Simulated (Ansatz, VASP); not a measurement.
Two plane-wave programs on In

INCAR

```
  PREC = Accurate
  ENCUT = 520
  EDIFF = 1E-7
  ISMEAR = -1
  SIGMA = 0.1
  LREAL = F
  LASPH = T
  NELM = 100
  ALGO = Normal
  ISIF = 2
  LWAVE = F
  LCHARG = F
  GGA = RP
  NBANDS = 12
```

Contents of KPOINTS:

```
regular mesh
0
Gamma
  13 13 13
```

The input POSCAR:

```
In
1.0
   -1.9899639913      1.9899639913      1.9899639913
    1.9899639913     -1.9899639913      1.9899639913
    1.9899639913      1.9899639913     -1.9899639913
In
1
Direct
    0.0000000000      0.0000000000      0.0000000000
```

Input for Ansatz:

```yaml
crystal:
  lattice:
    - [-1.9899639913, 1.9899639913, 1.9899639913]
    - [1.9899639913, -1.9899639913, 1.9899639913]
    - [1.9899639913, 1.9899639913, -1.9899639913]
  atoms:
    - { symbol: In, position: [0.0, 0.0, 0.0] }
hamiltonian:
  xc: rpbe
  pseudopotentials:
    kind: paw
    azcp:
      In: "pseudopotentials/In.paw.azcp"
basis:
  ecutwfc: 420
  fft_grid_basis: typed
kpoints:
  mp_grid: { grid: [13, 13, 13], shift: [0, 0, 0] }
magnetization:
  spin_polarized: false
scf:
  occupations: { method: fermi_dirac, width: 0.1 }
  lower_state_search: "off"
output:
  stress: true
```

Alike in both runs: task single point; functional RPBE; k mesh 13 × 13 × 13; occupations fermi-dirac, width 0.1 eV; no spin polarisation.

```csv
,VASP,Ansatz
version,VASP 6.6.1,Ansatz 0.2.0
potentials or method,"VASP PAW PBE potentials, release 64 (In_d), cutoff 520 eV","plane waves (420 eV) with PAW, scalar-relativistic"
valence electrons in the cell,13,13
```

```tsv
	VASP	Ansatz	Ansatz less VASP
pressure (GPa)	-1.9	-1.9	+0.03
```

VASP's potentials were made for PBE, not for RPBE.
